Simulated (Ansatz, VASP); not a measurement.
## One calculation of Fe, two programs

Contents of INCAR:

```
SYSTEM = Fe
  PREC = Accurate
  ENCUT = 520
  EDIFF = 1E-6
  ISMEAR = -1
  SIGMA = 0.1
  LREAL = .False.
  LASPH = .True.
  NELM = 100
  ALGO = Normal
  ISIF = 2
  LWAVE = .False.
  LCHARG = .False.
  GGA = B5
  ALDAX = 1.0
  AGGAX = 1.0
  AGGAC = 1.0
  ALDAC = 0.0
  NBANDS = 15
```

The input KPOINTS:

```
regular mesh
0
Gamma
  16 16 9
  0 0 0
```

The input POSCAR:

```
Fe
1.0
    2.4965129716      0.0000000000      0.0000000000
   -1.2482564858      2.1620436543      0.0000000000
    0.0000000000      0.0000000000      3.9370567515
Fe
2
Direct
    0.3333333333      0.6666666667      0.2500000000
    0.6666666667      0.3333333333      0.7500000000
```

Input for Ansatz:

```yaml
crystal:
  lattice:
    - [2.4965129716, 0.0, 0.0]
    - [-1.2482564858, 2.1620436543, 0.0]
    - [0.0, 0.0, 3.9370567515]
  atoms:
    - { symbol: Fe, position: [0.3333333333, 0.6666666667, 0.25] }
    - { symbol: Fe, position: [0.6666666667, 0.3333333333, 0.75] }
hamiltonian:
  xc: blyp
  pseudopotentials:
    kind: paw
    azcp:
      Fe: "pseudopotentials/Fe.paw.azcp"
basis:
  ecutwfc: 420
  fft_grid_basis: typed
kpoints:
  mp_grid: { grid: [16, 16, 9], shift: [0, 0, 0] }
magnetization:
  spin_polarized: false
scf:
  occupations: { method: fermi_dirac, width: 0.1 }
  lower_state_search: "off"
output:
  stress: true
```

Alike in both runs: task single point; functional BLYP; k mesh 16 × 16 × 9; occupations fermi-dirac, width 0.1 eV; no spin polarisation.

```csv
,VASP,Ansatz
version,VASP 6.6.1,Ansatz 0.2.0
potentials or method,"VASP PAW PBE potentials, release 64 (Fe), cutoff 520 eV","plane waves (420 eV) with PAW, scalar-relativistic"
valence electrons in the cell,16,32
```

```tsv
	VASP	Ansatz	Ansatz less VASP
pressure (GPa)	0.1	0.0	-0.09
traceless stress, the component that is largest in VASP (GPa)	0.00	0.07	+0.073
```

VASP's potentials were made for PBE, not for BLYP. The functional is the same, so the differences come from potentials, cutoffs and numerics. VASP's potentials hold 16 valence electrons a cell and Ansatz's 32, so a difference there can come from the potentials and not from the codes.
